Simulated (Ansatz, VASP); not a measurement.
**Two plane-wave programs on BeAs2**

File POSCAR:

```
BeAs2
1.0
    3.6454150000      0.0000000000      0.0000000000
    0.0000000000      3.6454150000      0.0000000000
    0.0000000000      0.0000000000      7.5477720000
Be As
2 4
Direct
    0.0000000000      0.5000000000      0.2810000000
    0.5000000000      0.0000000000      0.7190000000
    0.0000000000      0.0000000000      0.0000000000
    0.5000000000      0.5000000000      0.0000000000
    0.0000000000      0.5000000000      0.6390000000
    0.5000000000      0.0000000000      0.3610000000
```

INCAR.step1

```
SYSTEM = BeAs2
PREC = Accurate ; ENCUT = 520
ISMEAR = -1 ; SIGMA = 0.1
LREAL = .False. ; LASPH = .True.
NELM = 80 ; NBANDS = 21
GGA = PE ; ALGO = Normal
EDIFF = 1E-4 ; LWAVE = .True.
LCHARG = .False.
```

The input INCAR.step2:

```
SYSTEM = BeAs2
PREC = Accurate ; ENCUT = 520
EDIFF = 1E-7 ; ISMEAR = -1
SIGMA = 0.1 ; LREAL = .False.
LASPH = .True. ; NELM = 80
ALGO = Normal ; ISIF = 2
LWAVE = .False. ; LCHARG = .False.
METAGGA = R2SCAN ; LMIXTAU = .True.
NBANDS = 21 ; ISTART = 1
```

File KPOINTS:

```
regular mesh
0
Gamma
  5 5 3
  0 0 0
```

Input for Ansatz:

```yaml
crystal:
  lattice:
    - [3.645415, 0.0, 0.0]
    - [0.0, 3.645415, 0.0]
    - [0.0, 0.0, 7.547772]
  atoms:
    - { symbol: Be, position: [0.0, 0.5, 0.281] }
    - { symbol: Be, position: [0.5, 0.0, 0.719] }
    - { symbol: As, position: [0.0, 0.0, 0.0] }
    - { symbol: As, position: [0.5, 0.5, 0.0] }
    - { symbol: As, position: [0.0, 0.5, 0.639] }
    - { symbol: As, position: [0.5, 0.0, 0.361] }
  symmetry: { tolerance: 0.0003 }
kpoints:
  mp_grid: { grid: [5, 5, 3], shift: [0, 0, 0] }
magnetization:
  spin_polarized: false
scf:
  occupations: { method: fermi_dirac }
hamiltonian:
  pseudopotentials: { kind: paw }
  xc: r2scan
basis:
  ecutwfc: 500
output:
  forces: true
  stress: true
  eigenvalues: true
```

Alike in both runs: task single point; functional r2SCAN; k mesh 5 × 5 × 3; no spin polarisation.

|  | VASP | Ansatz |
| --- | --- | --- |
| version | VASP 6.6.1 | Ansatz 0.2.0 |
| potentials or method | VASP PAW PBE potentials, release 64 (Be, As), cutoff 520 eV | PAW plane waves |
| occupations | fermi-dirac, width 0.1 eV | fermi-dirac |
| valence electrons in the cell | 24 | 64 |

```tsv
	VASP	Ansatz	Ansatz less VASP
gap on the k mesh at the Fermi level (eV)	none	none	-
pressure (GPa)	-2.8	-2.8	+0.01
traceless stress, the component that is largest in VASP (GPa)	-4.41	-4.36	+0.051
rms of the force components (eV/Å)	0.333	0.332	-0.0005
```

VASP's potentials were made for PBE, not for r2SCAN. Atom by atom the forces differ by 0.002 eV/Å (rms over components). A gap of «none» marks a metal or a gap that the smearing closes. VASP's potentials hold 24 valence electrons a cell and Ansatz's 64, so a difference there can come from the potentials and not from the codes.
